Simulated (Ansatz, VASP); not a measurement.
**Fe: VASP beside Ansatz**

```
Fe
1.0
     0.00000    1.96729    1.99096
     1.51816    0.00000    1.99096
     1.51816    1.96729    0.00000
Fe
1
Cartesian
  0.0000 0.0000 0.0000
```

Change from the starting cell: volume scaled by 1.04.

Alike in both runs: task single point; functional PBE; k mesh 16 × 16 × 16; occupations fermi-dirac, width 0.05 eV; collinear spin.

|  | VASP | Ansatz |
| --- | --- | --- |
| version | VASP 6.6.1 | Ansatz 0.2.0 |
| potentials or method | VASP PAW PBE potentials, release 64 (Fe), cutoff 520 eV | all-electron LAPW, scalar-relativistic |

```tsv
	VASP	Ansatz	Ansatz less VASP
pressure (GPa)	-6.5	-7.0	-0.44
traceless stress, the component that is largest in VASP (GPa)	-4.64	-4.74	-0.105
net moment per atom (μB)	2.31	2.28	-0.036
size of the moment on the site where the two differ most (μB)	2.31	2.33	+0.020
```

Site moments also hang on the region over which each program counts them. Ansatz ran all-electron here, and VASP with PAW potentials.
